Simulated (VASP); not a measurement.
# Hg (P6_3/mmc) in VASP: single point with PBEsol

Aim: the single point of Hg with PBEsol.

Everything below comes from runs of VASP 6.6.1. Logs are shortened: lines on timing, memory, paths and dates and some standing lists are left out, and cuts for length are marked.

## 1. The cell of the first run

The structure is hexagonal, space group P6_3/mmc (No. 194). Conventional cell: a = 2.805 Å, b = 2.805 Å, c = 4.728 Å, α = 90.00°, β = 90.00°, γ = 120.00°. Within 3.7 Å of Hg (site symmetry -6m2) lie 12 Hg at 2.80 to 2.87 Å.

## 2. Single point, PBEsol (16.11 Å³/atom)

The input, INCAR:

```
SYSTEM = Hg
ALGO = Normal
EDIFF = 1E-6
ENCUT = 550
GGA = PS
GGA_COMPAT = .FALSE.
ISIF = 2
ISMEAR = -1
LASPH = .TRUE.
LCHARG = .FALSE.
LREAL = .FALSE.
LWAVE = .FALSE.
NBANDS = 27
NELM = 120
PREC = Accurate
SIGMA = 0.08
```

The input, KPOINTS:

```
k-points
0
G
  15 15 8
  0 0 0
```

The input, POSCAR:

```
Hg
1.0
    2.8049720070      0.0000000000      0.0000000000
   -1.4024860035      2.4291770150      0.0000000000
    0.0000000000      0.0000000000      4.7283612548
Hg
2
Direct
    0.3333333333      0.6666666667      0.2500000000
    0.6666666667      0.3333333333      0.7500000000
```

Potentials or basis: VASP PAW PBE potentials, release 64 (Hg_sv_GW).

The run is started by

```sh
$ cat potpaw_PBE.64/Hg_sv_GW/POTCAR > POTCAR
$ mpirun -np 1 vasp_std > vasp.out
```

OUTCAR:

```text
SYSTEM = Hg
   EDIFF = 1E-6
   ENCUT = 550
   GGA = PS
   ISIF = 2
   ISMEAR = -1
   LASPH = .TRUE.
   LREAL = .FALSE.
   NELM = 120
   PREC = Accurate

 ion  position               nearest neighbor table
   1  0.333  0.667  0.250-   2 2.87   2 2.87   2 2.87   2 2.87   2 2.87   2 2.87
   2  0.667  0.333  0.750-   1 2.87   1 2.87   1 2.87   1 2.87   1 2.87   1 2.87

  LATTYP: Found a hexagonal cell.
 ALAT       =     2.8049720070
 C/A-ratio  =     1.6857071097

  Lattice vectors:

 A1 = (   2.8049720070,   0.0000000000,   0.0000000000)
 A2 = (  -1.4024860035,   2.4291770150,   0.0000000000)
 A3 = (   0.0000000000,   0.0000000000,   4.7283612548)

Analysis of symmetry for initial positions (statically):
=====================================================================
 Subroutine PRICEL returns:
 Original cell was already a primitive cell.

 Routine SETGRP: Setting up the symmetry group for a
 hexagonal supercell.

 Subroutine GETGRP returns: Found 24 space group operations
 (whereof 12 operations were pure point group operations)
 out of a pool of 24 trial point group operations.

The static configuration has the point symmetry D_3d.
 The point group associated with its full space group is D_6h.

Analysis of symmetry for dynamics (positions and initial velocities):
=====================================================================
 Subroutine PRICEL returns:
 Original cell was already a primitive cell.

 Routine SETGRP: Setting up the symmetry group for a
 hexagonal supercell.

 Subroutine GETGRP returns: Found 24 space group operations
 (whereof 12 operations were pure point group operations)
 out of a pool of 24 trial point group operations.

The dynamic configuration has the point symmetry D_3d.
 The point group associated with its full space group is D_6h.

 Subroutine INISYM returns: Found 24 space group operations
 (whereof 12 operations are pure point group operations),
 and found     1 'primitive' translations

----------------------------------------------------------------------------------------

                                     Primitive cell

  volume of cell :      32.2180

  direct lattice vectors                    reciprocal lattice vectors
     2.804972007  0.000000000  0.000000000     0.356509797  0.205831027  0.000000000
    -1.402486003  2.429177015  0.000000000     0.000000000  0.411662054  0.000000000
     0.000000000  0.000000000  4.728361255     0.000000000  0.000000000  0.211489763

  length of vectors
     2.804972007  2.804972007  4.728361255     0.411662054  0.411662054  0.211489763

  position of ions in fractional coordinates (direct lattice)
     0.333333333  0.666666667  0.250000000
     0.666666667  0.333333333  0.750000000

  ion indices of the primitive-cell ions
   primitive index   ion index
                 1           1
                 2           2

----------------------------------------------------------------------------------------

 KPOINTS: k-points

Automatic generation of k-mesh.
 Grid dimensions read from file:
 generate k-points for:   15   15    8

 Generating k-lattice:

  Cartesian coordinates                     Fractional coordinates (reciprocal lattice)
     0.023767320  0.013722068  0.000000000     0.066666667  0.000000000  0.000000000
     0.000000000  0.027444137  0.000000000     0.000000000  0.066666667  0.000000000
     0.000000000  0.000000000  0.026436220     0.000000000  0.000000000  0.125000000

  Length of vectors
     0.027444137  0.027444137  0.026436220

  Shift w.r.t. Gamma in fractional coordinates (k-lattice)
     0.000000000  0.000000000  0.000000000

 Subroutine IBZKPT returns following result:
 ===========================================

 Found    135 irreducible k-points:

 Following reciprocal coordinates:
            Coordinates               Weight
  0.000000  0.000000  0.000000      1.000000
  0.066667  0.000000  0.000000      6.000000
  0.133333  0.000000  0.000000      6.000000
  0.200000  0.000000  0.000000      6.000000
  0.266667  0.000000  0.000000      6.000000
  0.333333  0.000000  0.000000      6.000000
[... 16 lines left out ...]
  0.333333  0.200000  0.000000     12.000000
  0.400000  0.200000  0.000000      6.000000
 [... further k-points ...]
   k-points           NKPTS =    135   k-points in BZ     NKDIM =    135   number of bands    NBANDS=     27
   number of dos      NEDOS =    301   number of ions     NIONS =      2
   total plane-waves  NPLWV =  20736
   dimension x,y,z NGX =    24 NGY =   24 NGZ =   36
   dimension x,y,z NGXF=    48 NGYF=   48 NGZF=   72
   ions per type =               2
   NGX,Y,Z   is equivalent  to a cutoff of  14.22, 14.22, 12.66 a.u.
   NGXF,Y,Z  is equivalent  to a cutoff of  28.45, 28.45, 25.31 a.u.
 SYSTEM =  Hg
   PREC   = accura    normal or accurate (medium, high low for compatibility)
   ISTART =      0    job   : 0-new  1-cont  2-samecut
   ICHARG =      2    charge: 1-file 2-atom 10-const
   ISPIN  =      1    spin polarized calculation?
   LNONCOLLINEAR =      F non collinear calculations
   LSORBIT =      F    spin-orbit coupling
   LASPH  =      T    aspherical Exc in radial PAW
   ENCUT  =  550.0 eV  40.42 Ry    6.36 a.u.   5.36  5.36  9.04*2*pi/ulx,y,z
   NELM   =    120;   NELMIN=  2; NELMDL= -5     # of ELM steps
   EDIFF  = 0.1E-05   stopping-criterion for ELM
   LREAL  =      F    real-space projection
[... 7 lines left out ...]
   TEBEG  =    0.0;   TEEND  =   0.0 temperature during run
   PSTRESS=    0.0 pullay stress
   NELECT =      40.0000    total number of electrons
   NUPDOWN=      -1.0000    fix difference up-down
   EMIN   =  10.00;   EMAX   =-10.00  energy-range for DOS
   EFERMI =   0.00;   METHOD = LEGACY
   ISMEAR =    -1;   SIGMA  =   0.08  broadening in eV -4-tet -1-fermi 0-gaus
   EFERMI_NEDOS =   21; number of points for ismear=-14 and -15
   IALGO  =     38    algorithm
   IMIX   =      4    mixing-type and parameters
     AMIX     =   0.40;   BMIX     =  1.00
     AMIX_MAG =   1.60;   BMIX_MAG =  1.00
  volume/ion in A,a.u.               =      16.11       108.71
  Fermi-wavevector in a.u.,A,eV,Ry     =   1.759525  3.325020 42.122649  3.095927
  Thomas-Fermi vector in A             =   2.828470
   LORBIT       =      0    0 simple, 1 ext, 2 COOP (PROOUT), +10 PAW based schemes
   GGA     = PS    functional components
   LHFCALC =     F    Hartree Fock is set to
   AEXX    =    0.0000 exact exchange contribution
   IVDW    =     0    specifies the selected vdW correction
   LEPSILON=     F    determine dielectric tensor
   LRPA    =     F    only Hartree local field effects (RPA)
 non-spin polarized calculation
  energy-cutoff  :      550.00
  volume of cell :       32.22
 maximum number of plane-waves:       967
 NGX is ok and might be reduce to    24
   NGX = 11   NGY = 11   NGZ = 19

 number of electron      40.0000005 magnetization

 Free energy of the ion-electron system (eV)
  ---------------------------------------------------
  ext. energy  EPLUGINS =         0.00000000
  ---------------------------------------------------
  free energy    TOTEN  =         0.36956806 eV

  energy without entropy =        0.38302492  energy(sigma->0) =        0.37629649

 E-fermi :  11.8982     XC(G=0): -13.9613

 val. band max:       11.8809254757   @ k =   0.4667   0.0000   0.3750
 cond. band min:      11.9090522408   @ k =   0.4667   0.0667   0.5000
 fundamental gap:      0.0281267650
 Fermi energy:        11.8982005738

 k-point     1 :       0.0000    0.0000    0.0000
  band No.  band energies     occupation
      1    -104.9329      2.00000
      2    -104.9244      2.00000
      3     -53.3282      2.00000
      4     -53.1808      2.00000
      5     -53.1808      2.00000
      6     -53.1564      2.00000
[... 19 lines left out ...]
     26      27.5705      0.00000
     27      30.5951      0.00000

 k-point     2 :       0.0667    0.0000    0.0000
  band No.  band energies     occupation
      1    -104.9325      2.00000
      2    -104.9242      2.00000
      3     -53.3257      2.00000
      4     -53.1877      2.00000
      5     -53.1829      2.00000
      6     -53.1636      2.00000
[... 19 lines left out ...]
     26      27.0595      0.00000
     27      29.1296      0.00000

 k-point     3 :       0.1333    0.0000    0.0000
  band No.  band energies     occupation
      1    -104.9312      2.00000
      2    -104.9234      2.00000
      3     -53.3185      2.00000
      4     -53.2079      2.00000
      5     -53.1890      2.00000
      6     -53.1845      2.00000
[... 19 lines left out ...]
     26      27.3177      0.00000
     27      27.4184      0.00000

 k-point     4 :       0.2000    0.0000    0.0000
  band No.  band energies     occupation
      1    -104.9294      2.00000
      2    -104.9224      2.00000
      3     -53.3072      2.00000
      4     -53.2376      2.00000
      5     -53.2148      2.00000
      6     -53.1979      2.00000
[... 19 lines left out ...]
     26      26.2175      0.00000
     27      27.3276      0.00000

 k-point     5 :       0.2667    0.0000    0.0000
  band No.  band energies     occupation
      1    -104.9272      2.00000
      2    -104.9212      2.00000
      3     -53.2930      2.00000
      4     -53.2720      2.00000
      5     -53.2494      2.00000
      6     -53.2081      2.00000
[... 19 lines left out ...]
     26      25.9010      0.00000
     27      26.3258      0.00000

 k-point     6 :       0.3333    0.0000    0.0000
  band No.  band energies     occupation
      1    -104.9251      2.00000
      2    -104.9202      2.00000
      3     -53.3046      2.00000
      4     -53.2820      2.00000
      5     -53.2773      2.00000
      6     -53.2177      2.00000
[... 444 lines left out ...]
      1    -104.9245      2.00000
      2    -104.9200      2.00000
      3     -53.2892      2.00000
      4     -53.2882      2.00000
      5     -53.2732      2.00000
      6     -53.2265      2.00000
[... 19 lines left out ...]
     26      24.1133      0.00000
     27      24.5318      0.00000

 k-point    22 :       0.2667    0.2000    0.0000
  band No.  band energies     occupation
      1    -104.9228      2.00000
      2    -104.9194      2.00000
      3     -53.3092      2.00000
      4     -53.2992      2.00000
      5     -53.2585      2.00000
      6     -53.2423      2.00000
[... 19 lines left out ...]
     26      23.1641      0.00000
     27      23.2694      0.00000

 k-point    23 :       0.3333    0.2000    0.0000
  band No.  band energies     occupation
      1    -104.9214      2.00000
      2    -104.9191      2.00000
      3     -53.3230      2.00000
      4     -53.3038      2.00000
      5     -53.2560      2.00000
      6     -53.2452      2.00000
[... 19 lines left out ...]
     26      22.5560      0.00000
     27      22.8143      0.00000

 k-point    24 :       0.4000    0.2000    0.0000
  band No.  band energies     occupation
      1    -104.9209      2.00000
      2    -104.9191      2.00000
      3     -53.3278      2.00000
      4     -53.3049      2.00000
      5     -53.2616      2.00000
      6     -53.2390      2.00000
[... 19 lines left out ...]
     26      22.3096      0.00000
     27      22.7092      0.00000

 [... further k-points ...]

------------------------ aborting loop because EDIFF is reached ----------------------------------------

  FORCE on cell =-STRESS in cart. coord.  units (eV):
  Direction    XX          YY          ZZ          XY          YZ          ZX
  --------------------------------------------------------------------------------------
  -------------------------------------------------------------------------------------
  Total       10.4421726     10.4421726     10.4136132      0.0000000      0.0000000      0.0000000
  in kB      519.2818038    519.2818038    517.8615635      0.0000000      0.0000000      0.0000000
  external PRESSURE =     518.8083904 kB  Pullay stress =       0.0000000 kB

 VOLUME and BASIS-vectors are now :
 -----------------------------------------------------------------------------
  energy-cutoff  :      550.00
  volume of cell :       32.22
      direct lattice vectors                 reciprocal lattice vectors
     2.804972007  0.000000000  0.000000000     0.356509797  0.205831027  0.000000000
    -1.402486003  2.429177015  0.000000000     0.000000000  0.411662054  0.000000000
     0.000000000  0.000000000  4.728361255     0.000000000  0.000000000  0.211489763

 POSITION                                       TOTAL-FORCE (eV/Angst)
 -----------------------------------------------------------------------------------
     -0.00000      1.61945      1.18209         0.000000      0.000000      0.000000
      1.40249      0.80973      3.54627        -0.000000     -0.000000      0.000000
 -----------------------------------------------------------------------------------
    total drift:                               -0.000000      0.000000     -0.000000

  FREE ENERGIE OF THE ION-ELECTRON SYSTEM (eV)
  ---------------------------------------------------
  free  energy   TOTEN  =         0.3695680576 eV

  energy  without entropy=        0.3830249201  energy(sigma->0) =        0.37629649
```

Run time: 3.3 min. Hardware: 1 thread of AMD EPYC, shared host; peak memory 0.22 GiB.

What came out:

| Quantity | Value |
| --- | --- |
| Free energy | 0.3696 eV |
| Pressure | 51.9 GPa |
| Band gap on the k mesh | zero (bands 20 and 21 overlap by 2.08 eV) |

Stress tensor (GPa, compression positive):
```
51.93  0.00  0.00
 0.00 51.93  0.00
 0.00  0.00 51.79
```

Levels at points of the mesh, in eV from the Fermi level:
```
           k point  band 18  band 19  band 20  band 21  band 22  band 23
(0.00, 0.00, 0.00)    -7.16    -7.16    -4.60    -1.59    11.95    12.97
(0.00, 0.00, 0.50)    -7.59    -7.59    -7.59     7.15     7.15    12.23
```

Caveat: the cell stands under pressure; the PAW data sets were made with another functional, which shifts forces and pressure a little; spin-orbit coupling is left out, which moves the levels of the heavy elements.

The gap in the log of VASP goes by the Fermi energy; the results here count the filled bands.